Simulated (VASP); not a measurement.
# CuSn3 (I4/mmm) in VASP: single point with PBE

Aim: the single point of CuSn3 with PBE.

Everything below comes from runs of VASP 6.6.1. Logs are shortened: lines on timing, memory, paths and dates and some standing lists are left out, and cuts for length are marked.

## Step 1: The cell of the first run

Symmetry: I4/mmm, No. 139, tetragonal system. Conventional cell: a = 4.627 Å, b = 4.627 Å, c = 8.935 Å, α = 90.00°, β = 90.00°, γ = 90.00°. Within 4.2 Å of Cu (site symmetry 4/mmm) lie 12 Sn at 3.22 to 3.27 Å. Sn (site symmetry -4m2) has 4 Cu at 3.22 Å and 8 Sn at 3.22 to 3.27 Å within 4.2 Å. Within 4.2 Å of Sn (site symmetry 4/mmm) lie 8 Sn at 3.22 Å and 4 Cu at 3.27 Å.

## Step 2: Single point, PBE

Contents of POSCAR:

```
CuSn3
1.0
   -2.3134918110      2.3134918110      4.4673383421
    2.3134918110     -2.3134918110      4.4673383421
    2.3134918110      2.3134918110     -4.4673383421
Cu Sn
1 3
Direct
    0.0000000000      0.0000000000      0.0000000000
    0.7500000000      0.2500000000      0.5000000000
    0.2500000000      0.7500000000      0.5000000000
    0.5000000000      0.5000000000      0.0000000000
```

Contents of INCAR.step1:

```
PREC = Accurate ; ENCUT = 520
EDIFF = 1E-6 ; ISMEAR = 0
SIGMA = 0.1 ; LREAL = F
LASPH = T ; NELM = 100
ALGO = Fast ; ISIF = 2
LWAVE = F ; LCHARG = T
LMAXMIX = 4 ; GGA = PE
NBANDS = 34
```

Contents of KPOINTS.step1:

```
Automatic mesh
0
Gamma
  14 14 14
```

Contents of INCAR.step2:

```
PREC = Accurate ; ENCUT = 520
EDIFF = 1E-6 ; ISMEAR = -5
SIGMA = 0.1 ; LREAL = F
LASPH = T ; NELM = 100
ALGO = Fast ; ISIF = 2
LWAVE = F ; LCHARG = F
LMAXMIX = 4 ; GGA = PE
LORBIT = 11 ; NBANDS = 34
NEDOS = 2001 ; ICHARG = 11
```

Contents of KPOINTS.step2:

```
Automatic mesh
0
Gamma
  21 21 21
```

Potentials or basis: VASP PAW PBE potentials, release 64 (Cu, Sn_d).

Launch:

```console
cat potpaw_PBE.64/Cu/POTCAR potpaw_PBE.64/Sn_d/POTCAR > POTCAR
cp INCAR.step1 INCAR
cp KPOINTS.step1 KPOINTS
mpirun -np 1 vasp_std > vasp.out
cp INCAR.step2 INCAR
cp KPOINTS.step2 KPOINTS
mpirun -np 1 vasp_std > vasp.out
```

OUTCAR:

```text
PREC = Accurate
   ENCUT = 520
   EDIFF = 1E-6
   ISMEAR = -5
   LREAL = F
   LASPH = T
   NELM = 100
   ISIF = 2
   GGA = PE
   LORBIT = 11
   ICHARG = 11

 ion  position               nearest neighbor table
   1  0.000  0.000  0.000-   2 3.22   3 3.22   2 3.22   3 3.22   2 3.22   3 3.22   2 3.22   3 3.22
                             4 3.27   4 3.27   4 3.27   4 3.27
   2  0.750  0.250  0.500-   4 3.22   1 3.22   4 3.22   1 3.22   1 3.22   4 3.22   1 3.22   4 3.22
                             3 3.27   3 3.27   3 3.27   3 3.27
   3  0.250  0.750  0.500-   1 3.22   4 3.22   1 3.22   4 3.22   1 3.22   4 3.22   1 3.22   4 3.22
                             2 3.27   2 3.27   2 3.27   2 3.27
   4  0.500  0.500  0.000-   3 3.22   2 3.22   3 3.22   2 3.22   2 3.22   3 3.22   2 3.22   3 3.22
                             1 3.27   1 3.27   1 3.27   1 3.27

  LATTYP: Found a body centered tetragonal cell.
 ALAT       =     4.6269836220
 C/A-ratio  =     1.9309937994

  Lattice vectors:

 A1 = (  -2.3134918110,   2.3134918110,   4.4673383421)
 A2 = (   2.3134918110,  -2.3134918110,   4.4673383421)
 A3 = (   2.3134918110,   2.3134918110,  -4.4673383421)

Analysis of symmetry for initial positions (statically):
=====================================================================
 Subroutine PRICEL returns:
 Original cell was already a primitive cell.

 Routine SETGRP: Setting up the symmetry group for a
 body centered tetragonal supercell.

 Subroutine GETGRP returns: Found 16 space group operations
 (whereof 16 operations were pure point group operations)
 out of a pool of 16 trial point group operations.

The static configuration has the point symmetry D_4h.

Analysis of symmetry for dynamics (positions and initial velocities):
=====================================================================
 Subroutine PRICEL returns:
 Original cell was already a primitive cell.

 Routine SETGRP: Setting up the symmetry group for a
 body centered tetragonal supercell.

 Subroutine GETGRP returns: Found 16 space group operations
 (whereof 16 operations were pure point group operations)
 out of a pool of 16 trial point group operations.

The dynamic configuration has the point symmetry D_4h.

 Subroutine INISYM returns: Found 16 space group operations
 (whereof 16 operations are pure point group operations),
 and found     1 'primitive' translations

----------------------------------------------------------------------------------------

                                     Primitive cell

  volume of cell :      95.6411

  direct lattice vectors                    reciprocal lattice vectors
    -2.313491811  2.313491811  4.467338342     0.000000000  0.216123523  0.111923468
     2.313491811 -2.313491811  4.467338342     0.216123523  0.000000000  0.111923468
     2.313491811  2.313491811 -4.467338342     0.216123523  0.216123523  0.000000000

  length of vectors
     5.537291809  5.537291809  5.537291809     0.243384962  0.243384962  0.305644817

  position of ions in fractional coordinates (direct lattice)
     0.000000000  0.000000000  0.000000000
     0.750000000  0.250000000  0.500000000
     0.250000000  0.750000000  0.500000000
     0.500000000  0.500000000  0.000000000

  ion indices of the primitive-cell ions
   primitive index   ion index
                 1           1
                 2           2
                 3           3
                 4           4

----------------------------------------------------------------------------------------

 KPOINTS: Automatic mesh

Automatic generation of k-mesh.
 Grid dimensions read from file:
 generate k-points for:   21   21   21

 Generating k-lattice:

  Cartesian coordinates                     Fractional coordinates (reciprocal lattice)
     0.000000000  0.010291596  0.005329689     0.047619048  0.000000000  0.000000000
     0.010291596  0.000000000  0.005329689     0.000000000  0.047619048  0.000000000
     0.010291596  0.010291596  0.000000000     0.000000000  0.000000000  0.047619048

  Length of vectors
     0.011589760  0.011589760  0.014554515

  Shift w.r.t. Gamma in fractional coordinates (k-lattice)
     0.000000000  0.000000000  0.000000000

 TETIRR: Found  11769 inequivalent tetrahedra from    55566

 Subroutine IBZKPT returns following result:
 ===========================================

 Found    726 irreducible k-points:

 Following reciprocal coordinates:
            Coordinates               Weight
  0.000000  0.000000  0.000000      1.000000
  0.047619  0.000000  0.000000      8.000000
  0.095238 -0.000000  0.000000      8.000000
  0.142857 -0.000000  0.000000      8.000000
  0.190476 -0.000000  0.000000      8.000000
  0.238095  0.000000 -0.000000      8.000000
[... 16 lines left out ...]
 -0.428571  0.047619  0.000000     16.000000
 -0.380952  0.047619 -0.000000     16.000000
 [... further k-points ...]
   k-points           NKPTS =    726   k-points in BZ     NKDIM =    726   number of bands    NBANDS=     34
   number of dos      NEDOS =   2001   number of ions     NIONS =      4
   total plane-waves  NPLWV =  74088
   dimension x,y,z NGX =    42 NGY =   42 NGZ =   42
   dimension x,y,z NGXF=    84 NGYF=   84 NGZF=   84
   ions per type =               1   3
   NGX,Y,Z   is equivalent  to a cutoff of  12.61, 12.61, 12.61 a.u.
   NGXF,Y,Z  is equivalent  to a cutoff of  25.22, 25.22, 25.22 a.u.
 SYSTEM =  unknown system
   PREC   = accura    normal or accurate (medium, high low for compatibility)
   ISTART =      0    job   : 0-new  1-cont  2-samecut
   ICHARG =     11    charge: 1-file 2-atom 10-const
   ISPIN  =      1    spin polarized calculation?
   LNONCOLLINEAR =      F non collinear calculations
   LSORBIT =      F    spin-orbit coupling
   LASPH  =      T    aspherical Exc in radial PAW
   ENCUT  =  520.0 eV  38.22 Ry    6.18 a.u.  10.30 10.30 10.30*2*pi/ulx,y,z
   NELM   =    100;   NELMIN=  2; NELMDL=  0     # of ELM steps
   EDIFF  = 0.1E-05   stopping-criterion for ELM
   LREAL  =      F    real-space projection
[... 7 lines left out ...]
   TEBEG  =    0.0;   TEEND  =   0.0 temperature during run
   PSTRESS=    0.0 pullay stress
   NELECT =      53.0000    total number of electrons
   NUPDOWN=      -1.0000    fix difference up-down
   EMIN   =  10.00;   EMAX   =-10.00  energy-range for DOS
   EFERMI =   0.00;   METHOD = LEGACY
   ISMEAR =    -5;   SIGMA  =   0.10  broadening in eV -4-tet -1-fermi 0-gaus
   EFERMI_NEDOS =   21; number of points for ismear=-14 and -15
   IALGO  =     68    algorithm
   IMIX   =      4    mixing-type and parameters
     AMIX     =   0.40;   BMIX     =  1.00
     AMIX_MAG =   1.60;   BMIX_MAG =  1.00
  volume/ion in A,a.u.               =      23.91       161.35
  Fermi-wavevector in a.u.,A,eV,Ry     =   1.344679  2.541074 24.601522  1.808161
  Thomas-Fermi vector in A             =   2.472653
   LORBIT       =     11    0 simple, 1 ext, 2 COOP (PROOUT), +10 PAW based schemes
   GGA     = PE    functional components
   LHFCALC =     F    Hartree Fock is set to
   AEXX    =    0.0000 exact exchange contribution
   IVDW    =     0    specifies the selected vdW correction
   LEPSILON=     F    determine dielectric tensor
   LRPA    =     F    only Hartree local field effects (RPA)
 non-spin polarized calculation
 RMM-DIIS sequential band-by-band and
 Fermi weights with tetrahedron method with Bloechl corrections
  energy-cutoff  :      520.00
  volume of cell :       95.64
 maximum number of plane-waves:      2597
 NGX is ok and might be reduce to    42

 number of electron      53.0000019 magnetization

 Free energy of the ion-electron system (eV)
  ---------------------------------------------------
  ext. energy  EPLUGINS =         0.00000000
  ---------------------------------------------------
  free energy    TOTEN  =       -14.36971837 eV

  energy without entropy =      -14.36971837  energy(sigma->0) =      -14.36971837

 E-fermi :   7.8465     XC(G=0): -10.5645

 val. band max:        7.9091151704   @ k =  -0.1429   0.2857   0.0476
 cond. band min:       7.7281244306   @ k =  -0.0952   0.3333   0.0952
 fundamental gap:     -0.1809907398
 Fermi energy:         7.8464573116

 k-point     1 :       0.0000    0.0000    0.0000
  band No.  band energies     occupation
      1     -13.8558      2.00000
      2     -13.7844      2.00000
      3     -13.7743      2.00000
      4     -13.7743      2.00000
      5     -13.7632      2.00000
      6     -13.7189      2.00000
[... 26 lines left out ...]
     33      11.2466      0.00000
     34      14.7581      0.00000

 k-point     2 :       0.0476    0.0000    0.0000
  band No.  band energies     occupation
      1     -13.8542      2.00000
      2     -13.7843      2.00000
      3     -13.7768      2.00000
      4     -13.7757      2.00000
      5     -13.7595      2.00000
      6     -13.7235      2.00000
[... 26 lines left out ...]
     33      11.1695      0.00000
     34      14.8993      0.00000

 k-point     3 :       0.0952   -0.0000    0.0000
  band No.  band energies     occupation
      1     -13.8494      2.00000
      2     -13.7865      2.00000
      3     -13.7794      2.00000
      4     -13.7769      2.00000
      5     -13.7531      2.00000
      6     -13.7286      2.00000
[... 26 lines left out ...]
     33      10.9958      0.00000
     34      15.2521      0.00000

 k-point     4 :       0.1429   -0.0000    0.0000
  band No.  band energies     occupation
      1     -13.8416      2.00000
      2     -13.7906      2.00000
      3     -13.7847      2.00000
      4     -13.7725      2.00000
      5     -13.7477      2.00000
      6     -13.7312      2.00000
[... 26 lines left out ...]
     33      10.9440      0.00000
     34      15.8005      0.00000

 k-point     5 :       0.1905   -0.0000    0.0000
  band No.  band energies     occupation
      1     -13.8308      2.00000
      2     -13.7940      2.00000
      3     -13.7907      2.00000
      4     -13.7659      2.00000
      5     -13.7460      2.00000
      6     -13.7288      2.00000
[... 621 lines left out ...]
 k-point    22 :      -0.4762    0.0476    0.0000
  band No.  band energies     occupation
      1     -13.8151      2.00000
      2     -13.7889      2.00000
      3     -13.7541      2.00000
      4     -13.7300      2.00000
      5     -13.7042      2.00000
      6     -13.6998      2.00000
[... 26 lines left out ...]
     33      12.7795      0.00000
     34      13.5880      0.00000

 k-point    23 :      -0.4286    0.0476    0.0000
  band No.  band energies     occupation
      1     -13.8129      2.00000
      2     -13.7895      2.00000
      3     -13.7547      2.00000
      4     -13.7466      2.00000
      5     -13.7101      2.00000
      6     -13.6996      2.00000
[... 26 lines left out ...]
     33      13.2726      0.00000
     34      13.5624      0.00000

 k-point    24 :      -0.3810    0.0476   -0.0000
  band No.  band energies     occupation
      1     -13.8096      2.00000
      2     -13.7908      2.00000
      3     -13.7665      2.00000
      4     -13.7534      2.00000
      5     -13.7216      2.00000
      6     -13.7020      2.00000
[... 26 lines left out ...]
     33      12.8722      0.00000
     34      13.7827      0.00000

 [... further k-points ...]
[... 5 lines left out ...]
  --------------------------------------------------------------------------------------
  -------------------------------------------------------------------------------------
  Total        0.1498348      0.1498348      0.0878545      0.0000000      0.0000000      0.0000000
  in kB        2.5100269      2.5100269      1.4717353      0.0000000      0.0000000      0.0000000
  external PRESSURE =       2.1639297 kB  Pullay stress =       0.0000000 kB

 VOLUME and BASIS-vectors are now :
 -----------------------------------------------------------------------------
  energy-cutoff  :      520.00
  volume of cell :       95.64
      direct lattice vectors                 reciprocal lattice vectors
    -2.313491811  2.313491811  4.467338342     0.000000000  0.216123523  0.111923468
     2.313491811 -2.313491811  4.467338342     0.216123523  0.000000000  0.111923468
     2.313491811  2.313491811 -4.467338342     0.216123523  0.216123523  0.000000000

 POSITION                                       TOTAL-FORCE (eV/Angst)
 -----------------------------------------------------------------------------------
      0.00000      0.00000      0.00000         0.000000      0.000000      0.000000
      0.00000      2.31349      2.23367         0.000000     -0.000000      0.000000
      2.31349      0.00000      2.23367        -0.000000      0.000000     -0.000000
      0.00000      0.00000      4.46734         0.000000      0.000000      0.000000
 -----------------------------------------------------------------------------------
    total drift:                               -0.000000     -0.000000      0.000000

  FREE ENERGIE OF THE ION-ELECTRON SYSTEM (eV)
  ---------------------------------------------------
  free  energy   TOTEN  =       -14.3697183681 eV

  energy  without entropy=      -14.3697183681  energy(sigma->0) =      -14.36971837

 total charge

# of ion       s       p       d       tot
------------------------------------------
    1        0.378   0.161   9.231   9.770
    2        1.289   0.903   9.983  12.174
    3        1.289   0.903   9.983  12.174
    4        1.288   0.917   9.984  12.189
--------------------------------------------------
tot          4.243   2.884  39.180  46.308
```

Run time: 1.8 h. Hardware: 1 thread of Oxide Virtual Turin-like, shared host; peak memory 1.7 GiB.

What came out:

```yaml
Valence_electrons_inside_the_program's_atomic_spheres: Cu 9.77; Sn 12.17, 12.19 (each value once)
```

Levels at points of the mesh, in eV from the Fermi level:
```
           k point  band 22  band 23  band 24  band 25  band 26  band 27  band 28  band 29  band 30  band 31
(0.00, 0.00, 0.00)    -2.82    -2.46    -2.11    -0.96    -0.96    -0.49    -0.49     0.44     0.85     1.03
```

Caveat: spin-orbit coupling is left out, which moves the levels of the heavy elements.
